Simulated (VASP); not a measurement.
# Au (I4/mmm) in VASP: a series of runs

Au is run at these levels: PBEsol; tasks: single point.

Program: VASP 6.6.1. These are calculated values, not measurements. Logs are shortened: lines on timing, memory, paths and dates and some standing lists are left out, and cuts for length are marked.

### 1 The cell of the first run

It takes space group I4/mmm (No. 139, tetragonal). Conventional cell: a = 2.849 Å, b = 2.849 Å, c = 3.968 Å, α = 90.00°, β = 90.00°, γ = 90.00°. Au (site symmetry 4/mmm) has 12 Au at 2.83 to 2.85 Å within 3.7 Å.

### 2 Single point, PBEsol (strain -0.015 along x and y, -0.030 along z)

Contents of INCAR:

```
SYSTEM = Au
ALGO     = Normal         ! electronic algorithm
EDIFF    = 1E-6           ! SCF threshold, eV
ENCUT    = 520            ! plane-wave cutoff, eV
GGA      = PS             ! functional
ISIF     = 2              ! what is computed and relaxed
ISMEAR   = 0              ! smearing method
LASPH    = .TRUE.         ! aspherical terms in the spheres
LCHARG   = .FALSE.        ! write CHGCAR
LREAL    = .FALSE.        ! projectors in reciprocal space
LWAVE    = .FALSE.        ! write WAVECAR
NBANDS   = 12             ! bands
NELM     = 60             ! most SCF steps
PREC     = Accurate       ! precision mode
SIGMA    = 0.15           ! smearing width, eV
```

Contents of KPOINTS:

```
k-points
0
G
  20 20 20
  0 0 0
```

Contents of POSCAR:

```
Au
1.0
    0.0000000000      2.0148175000      1.9841350000
    2.0148175000      0.0000000000      1.9841350000
    2.0148175000      2.0148175000      0.0000000000
Au
1
Direct
    0.0000000000      0.0000000000      0.0000000000
```

Potentials or basis: VASP PAW PBE potentials, release 64 (Au).

Started as:

```sh
$ cat potpaw_PBE.64/Au/POTCAR > POTCAR
$ mpirun -np 1 vasp_std > vasp.out
```

OUTCAR:

```text
SYSTEM = Au
   EDIFF = 1E-6
   ENCUT = 520
   GGA = PS
   ISIF = 2
   ISMEAR = 0
   LASPH = .TRUE.
   LREAL = .FALSE.
   NELM = 60
   PREC = Accurate

 ion  position               nearest neighbor table
   1  0.000  0.000  0.000-

  LATTYP: Found a body centered tetragonal cell.
 ALAT       =     2.8493822342
 C/A-ratio  =     1.3926773152

  Lattice vectors:

 A1 = (   0.0000000000,  -2.0148175000,  -1.9841350000)
 A2 = (   0.0000000000,   2.0148175000,  -1.9841350000)
 A3 = (   2.0148175000,   0.0000000000,   1.9841350000)

Analysis of symmetry for initial positions (statically):
=====================================================================
 Subroutine PRICEL returns:
 Original cell was already a primitive cell.

 Routine SETGRP: Setting up the symmetry group for a
 body centered tetragonal supercell.

 Subroutine GETGRP returns: Found 16 space group operations
 (whereof 16 operations were pure point group operations)
 out of a pool of 16 trial point group operations.

The static configuration has the point symmetry D_4h.

Analysis of symmetry for dynamics (positions and initial velocities):
=====================================================================
 Subroutine PRICEL returns:
 Original cell was already a primitive cell.

 Routine SETGRP: Setting up the symmetry group for a
 body centered tetragonal supercell.

 Subroutine GETGRP returns: Found 16 space group operations
 (whereof 16 operations were pure point group operations)
 out of a pool of 16 trial point group operations.

The dynamic configuration has the point symmetry D_4h.

 Subroutine INISYM returns: Found 16 space group operations
 (whereof 16 operations are pure point group operations),
 and found     1 'primitive' translations

----------------------------------------------------------------------------------------

                                     Primitive cell

  volume of cell :      16.1092

  direct lattice vectors                    reciprocal lattice vectors
     0.000000000  2.014817500  1.984135000    -0.248161434  0.248161434  0.251998982
     2.014817500  0.000000000  1.984135000     0.248161434 -0.248161434  0.251998982
     2.014817500  2.014817500  0.000000000     0.248161434  0.248161434 -0.251998982

  length of vectors
     2.827769661  2.827769661  2.849382234     0.432055183  0.432055183  0.432055183

  position of ions in fractional coordinates (direct lattice)
     0.000000000  0.000000000  0.000000000

  ion indices of the primitive-cell ions
   primitive index   ion index
                 1           1

----------------------------------------------------------------------------------------

 KPOINTS: k-points

Automatic generation of k-mesh.
 Grid dimensions read from file:
 generate k-points for:   20   20   20

 Generating k-lattice:

  Cartesian coordinates                     Fractional coordinates (reciprocal lattice)
    -0.012408072  0.012408072  0.012599949     0.050000000 -0.000000000  0.000000000
     0.012408072 -0.012408072  0.012599949    -0.000000000  0.050000000  0.000000000
     0.012408072  0.012408072 -0.012599949     0.000000000  0.000000000  0.050000000

  Length of vectors
     0.021602759  0.021602759  0.021602759

  Shift w.r.t. Gamma in fractional coordinates (k-lattice)
     0.000000000  0.000000000  0.000000000

 Subroutine IBZKPT returns following result:
 ===========================================

 Found    641 irreducible k-points:

 Following reciprocal coordinates:
            Coordinates               Weight
  0.000000  0.000000  0.000000      1.000000
  0.050000  0.000000  0.000000      8.000000
  0.100000  0.000000  0.000000      8.000000
  0.150000  0.000000  0.000000      8.000000
  0.200000  0.000000  0.000000      8.000000
  0.250000 -0.000000  0.000000      8.000000
[... 16 lines left out ...]
 -0.400000  0.050000  0.000000      8.000000
 -0.350000  0.050000  0.000000      8.000000
 [... further k-points ...]
   k-points           NKPTS =    641   k-points in BZ     NKDIM =    641   number of bands    NBANDS=     12
   number of dos      NEDOS =    301   number of ions     NIONS =      1
   total plane-waves  NPLWV =  13824
   dimension x,y,z NGX =    24 NGY =   24 NGZ =   24
   dimension x,y,z NGXF=    48 NGYF=   48 NGZF=   48
   ions per type =               1
   NGX,Y,Z   is equivalent  to a cutoff of  14.11, 14.11, 14.00 a.u.
   NGXF,Y,Z  is equivalent  to a cutoff of  28.22, 28.22, 28.01 a.u.
 SYSTEM =  Au
   PREC   = accura    normal or accurate (medium, high low for compatibility)
   ISTART =      0    job   : 0-new  1-cont  2-samecut
   ICHARG =      2    charge: 1-file 2-atom 10-const
   ISPIN  =      1    spin polarized calculation?
   LNONCOLLINEAR =      F non collinear calculations
   LSORBIT =      F    spin-orbit coupling
   LASPH  =      T    aspherical Exc in radial PAW
   ENCUT  =  520.0 eV  38.22 Ry    6.18 a.u.   5.26  5.26  5.30*2*pi/ulx,y,z
   NELM   =     60;   NELMIN=  2; NELMDL= -5     # of ELM steps
   EDIFF  = 0.1E-05   stopping-criterion for ELM
   LREAL  =      F    real-space projection
   EDIFFG = 0.1E-04   stopping-criterion for IOM
   NSW    =      0    number of steps for IOM
   IBRION =     -1    ionic relax: 0-MD 1-quasi-New 2-CG
   NFREE  =      0    steps in history (QN), initial steepest desc. (CG)
   ISIF   =      2    stress and relaxation
   ISYM   =      2    0-nonsym 1-usesym 2-fastsym
   POTIM  = 0.5000    time-step for ionic-motion
   TEBEG  =    0.0;   TEEND  =   0.0 temperature during run
   PSTRESS=    0.0 pullay stress
   NELECT =      11.0000    total number of electrons
   NUPDOWN=      -1.0000    fix difference up-down
   EMIN   =  10.00;   EMAX   =-10.00  energy-range for DOS
   EFERMI =   0.00;   METHOD = LEGACY
   ISMEAR =     0;   SIGMA  =   0.15  broadening in eV -4-tet -1-fermi 0-gaus
   EFERMI_NEDOS =   21; number of points for ismear=-14 and -15
   IALGO  =     38    algorithm
   IMIX   =      4    mixing-type and parameters
     AMIX     =   0.40;   BMIX     =  1.00
     AMIX_MAG =   1.60;   BMIX_MAG =  1.00
  volume/ion in A,a.u.               =      16.11       108.71
  Fermi-wavevector in a.u.,A,eV,Ry     =   1.441611  2.724250 28.276215  2.078243
  Thomas-Fermi vector in A             =   2.560224
   LORBIT       =      0    0 simple, 1 ext, 2 COOP (PROOUT), +10 PAW based schemes
   GGA     = PS    functional components
   LHFCALC =     F    Hartree Fock is set to
   AEXX    =    0.0000 exact exchange contribution
   IVDW    =     0    specifies the selected vdW correction
   LEPSILON=     F    determine dielectric tensor
   LRPA    =     F    only Hartree local field effects (RPA)
 non-spin polarized calculation
 Gauss-broadening in eV      SIGMA  =   0.15
  energy-cutoff  :      520.00
  volume of cell :       16.11
 maximum number of plane-waves:       448
 NGX is ok and might be reduce to    24
   NGX = 11   NGY = 11   NGZ = 11

 number of electron      11.0000001 magnetization

 Free energy of the ion-electron system (eV)
  ---------------------------------------------------
  ext. energy  EPLUGINS =         0.00000000
  ---------------------------------------------------
  free energy    TOTEN  =        -3.89654076 eV

  energy without entropy =       -3.89319398  energy(sigma->0) =       -3.89486737

 E-fermi :  10.2432     XC(G=0): -13.2202

 val. band max:       10.2328801346   @ k =   0.5000   0.3000   0.1500
 cond. band min:      10.2438062139   @ k =  -0.4500   0.1000   0.0500
 fundamental gap:      0.0109260793
 Fermi energy:        10.2431845225

 k-point     1 :       0.0000    0.0000    0.0000
  band No.  band energies     occupation
      1      -0.2872      2.00000
      2       5.2040      2.00000
      3       5.2040      2.00000
      4       5.3511      2.00000
      5       6.8576      2.00000
      6       7.0212      2.00000
      7      24.6598      0.00000
      8      28.8742      0.00000
      9      28.8742      0.00000
     10      29.1829      0.00000
     11      34.0334      0.00000
     12      39.1253      0.00000

 k-point     2 :       0.0500    0.0000    0.0000
  band No.  band energies     occupation
      1      -0.1949      2.00000
      2       5.1889      2.00000
      3       5.2375      2.00000
      4       5.3663      2.00000
      5       6.8431      2.00000
      6       7.0032      2.00000
      7      24.7799      0.00000
      8      28.3672      0.00000
      9      28.9940      0.00000
     10      29.2162      0.00000
     11      34.5980      0.00000
     12      38.0223      0.00000

 k-point     3 :       0.1000    0.0000    0.0000
  band No.  band energies     occupation
      1       0.0758      2.00000
      2       5.1202      2.00000
      3       5.3270      2.00000
      4       5.4379      2.00000
      5       6.8123      2.00000
      6       6.9606      2.00000
      7      25.0947      0.00000
      8      27.0901      0.00000
      9      29.3406      0.00000
     10      29.5452      0.00000
     11      34.9464      0.00000
     12      37.1773      0.00000
[... 286 lines left out ...]
 k-point    23 :      -0.4000    0.0500    0.0000
  band No.  band energies     occupation
      1       2.4441      2.00000
      2       5.2415      2.00000
      3       5.3006      2.00000
      4       7.1916      2.00000
      5       7.9810      2.00000
      6       8.6778      2.00000
      7      15.3716      0.00000
      8      24.4632      0.00000
      9      27.6350      0.00000
     10      28.4041      0.00000
     11      35.1522      0.00000
     12      35.5676      0.00000

 k-point    24 :      -0.3500    0.0500    0.0000
  band No.  band energies     occupation
      1       2.3942      2.00000
      2       5.3224      2.00000
      3       5.3906      2.00000
      4       6.3571      2.00000
      5       7.6572      2.00000
      6       8.1928      2.00000
      7      17.1985      0.00000
      8      24.8383      0.00000
      9      28.0773      0.00000
     10      29.4294      0.00000
     11      34.0466      0.00000
     12      34.8982      0.00000

 [... further k-points ...]

------------------------ aborting loop because EDIFF is reached ----------------------------------------

  FORCE on cell =-STRESS in cart. coord.  units (eV):
  Direction    XX          YY          ZZ          XY          YZ          ZX
  --------------------------------------------------------------------------------------
  -------------------------------------------------------------------------------------
  Total        1.0765391      1.0765391      1.1332206      0.0000000      0.0000000     -0.0000000
  in kB      107.0699899    107.0699899    112.7073966      0.0000000      0.0000000     -0.0000000
  external PRESSURE =     108.9491254 kB  Pullay stress =       0.0000000 kB

 VOLUME and BASIS-vectors are now :
 -----------------------------------------------------------------------------
  energy-cutoff  :      520.00
  volume of cell :       16.11
      direct lattice vectors                 reciprocal lattice vectors
     0.000000000  2.014817500  1.984135000    -0.248161434  0.248161434  0.251998982
     2.014817500  0.000000000  1.984135000     0.248161434 -0.248161434  0.251998982
     2.014817500  2.014817500  0.000000000     0.248161434  0.248161434 -0.251998982

 POSITION                                       TOTAL-FORCE (eV/Angst)
 -----------------------------------------------------------------------------------
      0.00000      0.00000      0.00000         0.000000     -0.000000     -0.000000
 -----------------------------------------------------------------------------------
    total drift:                                0.000000      0.000000      0.000000

  FREE ENERGIE OF THE ION-ELECTRON SYSTEM (eV)
  ---------------------------------------------------
  free  energy   TOTEN  =        -3.8965407581 eV

  energy  without entropy=       -3.8931939763  energy(sigma->0) =       -3.89486737
```

Run time: 50 s. Hardware: 1 thread of Intel Xeon Platinum 8488C (Sapphire Rapids), shared host; peak memory 0.24 GiB.

What came out:

```
Free energy : -3.8965 eV
Pressure    : 10.9 GPa
```

Levels at points of the mesh, in eV from the Fermi level:
```tsv
k point	band 3	band 4	band 5	band 6	band 7	band 8	band 9	band 10
(0.00, 0.00, 0.00)	-5.04	-4.89	-3.39	-3.22	14.42	18.63	18.63	18.94
(0.50, 0.00, 0.00)	-4.96	-2.01	-1.94	-1.29	3.38	13.86	17.35	17.69
(0.50, 0.50, 0.00)	-2.02	-1.61	-1.61	0.99	6.47	9.93	9.93	17.64
(0.50, 0.00, 0.50)	-2.02	-1.68	-1.56	0.71	6.10	10.18	10.24	17.88
```

Caveat: the cell differs from its parent crystal (strain -0.015 along x and y, -0.030 along z); the PAW data sets were made with another functional, which shifts forces and pressure a little; spin-orbit coupling is left out, which moves the levels of the heavy elements.

### 3 Single point, PBEsol (strain -0.030 along x and y, +0.015 along z)

Contents of INCAR:

```
ALGO = Normal
EDIFF = 1E-6
ENCUT = 520
GGA = PS
ISIF = 2
ISMEAR = 0
LASPH = True
LCHARG = False
LREAL = False
LWAVE = False
NBANDS = 12
NELM = 100
PREC = Accurate
SIGMA = 0.15
```

Contents of KPOINTS:

```
k-points
0
Gamma
  20 20 20
```

Contents of POSCAR:

```
Au
1.0
    0.0000000000      1.9841350000      2.0761825000
    1.9841350000      0.0000000000      2.0761825000
    1.9841350000      1.9841350000      0.0000000000
Au
1
Direct
    0.0000000000      0.0000000000      0.0000000000
```

Potentials or basis: VASP PAW PBE potentials, release 64 (Au).

Started as:

```sh
$ cat potpaw_PBE.64/Au/POTCAR > POTCAR
$ mpirun -np 1 vasp_std > vasp.out
```

It took 49 s on 1 thread of Intel Xeon Platinum 8488C (Sapphire Rapids), shared host; peak memory 0.24 GiB.

Results (log left out):

```yaml
Free_energy: -3.9080 eV
Pressure: 7.6 GPa
```

Stress tensor (GPa, compression positive):
```
8.28 0.00 0.00
0.00 8.28 0.00
0.00 0.00 6.36
```

Levels at points of the mesh, in eV from the Fermi level:
```csv
k point,band 4,band 5,band 6,band 7,band 8,band 9
"(0.00, 0.00, 0.00)",-4.77,-3.54,-3.04,14.45,18.09,18.94
"(0.50, 0.00, 0.00)",-2.08,-1.89,-1.23,3.29,13.78,17.02
"(0.50, 0.50, 0.00)",-1.66,-1.66,0.31,5.36,10.61,10.61
"(0.50, 0.00, 0.50)",-1.82,-1.45,1.10,6.46,9.74,9.87
```

Caveat: the cell differs from its parent crystal (strain -0.030 along x and y, +0.015 along z); the PAW data sets were made with another functional, which shifts forces and pressure a little; spin-orbit coupling is left out, which moves the levels of the heavy elements.
